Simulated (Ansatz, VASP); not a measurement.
Two plane-wave programs on S

File INCAR:

```
ALGO = Normal
EDIFF = 1E-6
ENCUT = 520
GGA = PS
ISIF = 2
ISMEAR = 0
LASPH = True
LCHARG = False
LREAL = False
LWAVE = False
NBANDS = 9
NELM = 80
PREC = Accurate
SIGMA = 0.15
```

KPOINTS

```
k-points
0
Gamma
  22 22 22
```

The input POSCAR:

```
S
1.0
    0.0000000000      1.9943503440      1.9943503440
    1.9943503440      0.0000000000      1.9943503440
    1.9943503440      1.9943503440      0.0000000000
S
1
Direct
    0.0000000000      0.0000000000      0.0000000000
```

Input for Ansatz:

```yaml
crystal:
  lattice:
    - [0.0, 1.994350344, 1.994350344]
    - [1.994350344, 0.0, 1.994350344]
    - [1.994350344, 1.994350344, 0.0]
  atoms:
    - { symbol: S, position: [0.0, 0.0, 0.0] }
basis:
  ecutwfc: 420
kpoints:
  mp_grid: { grid: [22, 22, 22] }
hamiltonian:
  xc: pbesol
scf:
  occupations: { method: gaussian, width: 0.15 }
output:
  forces: true
  stress: true
  eigenvalues: true
```

Alike in both runs: task single point; functional PBEsol; k mesh 22 × 22 × 22; occupations gaussian, width 0.15 eV; no spin polarisation.

```csv
,VASP,Ansatz
version,VASP 6.6.1,Ansatz 0.2.0
potentials or method,"VASP PAW PBE potentials, release 64 (S), cutoff 520 eV","scalar-relativistic, plane waves, PAW"
valence electrons in the cell,6,6
```

Ansatz gave:

- gap on the k mesh at the Fermi level (eV): none
- pressure (GPa): -5.2

Question: Which values does VASP return?

Answer: gap on the k mesh at the Fermi level (eV): none; pressure (GPa): -5.1.

VASP's potentials were made for PBE, not for PBEsol. A gap of «none» marks a metal or a gap that the smearing closes.
